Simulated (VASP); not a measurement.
Wanted: the native input for a VASP 6.6.1 run.

| Quantity | Value |
| --- | --- |
| Task | single point |
| Functional | PBEsol |
| Potentials or basis | VASP PAW PBE potentials, release 64 (Co, O) |
| Cutoff | 520 eV |
| k mesh | 11 × 11 × 11 |
| Occupations | fermi-dirac, width 0.05 eV |
| Spin | collinear spin, ferromagnetic start |
| Starting moments | [2.0, 0.0] μB |
| Dipole correction | no |
| Further INCAR settings | ALGO = Normal; EDIFF = 1e-07; NBANDS = 18 |

The structure of CoO lies in POSCAR:

```
CoO
1.0
    1.4851228673      0.8574360872      2.4069508786
   -1.4851228673      0.8574360872      2.4069508786
    0.0000000000     -1.7148721745      2.4069508786
Co O
1 1
Direct
    0.0000000000      0.0000000000      0.0000000000
    0.5000000000      0.5000000000      0.5000000000
```

This cell differs from its parent crystal: volume scaled by 0.96.

One way to write it, as run:

INCAR

```
ALGO     = Normal         # electronic algorithm
EDIFF    = 1E-7           # SCF threshold, eV
ENCUT    = 520            # plane-wave cutoff, eV
GGA      = PS             # functional
ISIF     = 2              # what is computed and relaxed
ISMEAR   = -1             # smearing method
ISPIN    = 2              # spin polarisation
LASPH    = True           # aspherical terms in the spheres
LCHARG   = False          # write CHGCAR
LMAXMIX  = 4              # l up to which the mixer works
LORBIT   = 11             # projections on sites
LREAL    = False          # projectors in reciprocal space
LWAVE    = False          # write WAVECAR
MAGMOM   = 2 0            # initial moments
NBANDS   = 18             # bands
NELM     = 150            # most SCF steps
PREC     = Accurate       # precision mode
SIGMA    = 0.05           # smearing width, eV
```

KPOINTS

```
k-points
0
Gamma
  11 11 11
```

Potentials or basis: VASP PAW PBE potentials, release 64 (Co, O).

Run with:

```sh
$ cat potpaw_PBE.64/Co/POTCAR potpaw_PBE.64/O/POTCAR > POTCAR
$ mpirun -np 1 vasp_std > vasp.out
```

Results of the run:

```yaml
Pressure: -3.0 GPa
Net_moment: 2.81 μB per cell
Site_moments: Co +2.47; O +0.29 μB
Valence_electrons_inside_the_program's_atomic_spheres: Co 7.89; O 4.97
```

Caveat: the PAW data sets were made with another functional, which shifts forces and pressure a little; a cell with one magnetic atom can't hold antiferromagnetic order, which such compounds often take.

Run time: 98 s on 1 thread of Intel(R) Xeon(R) Platinum 8259CL CPU @ 2.50GHz (Skylake/Cascade Lake) (shared host), peak memory 0.21 GiB.
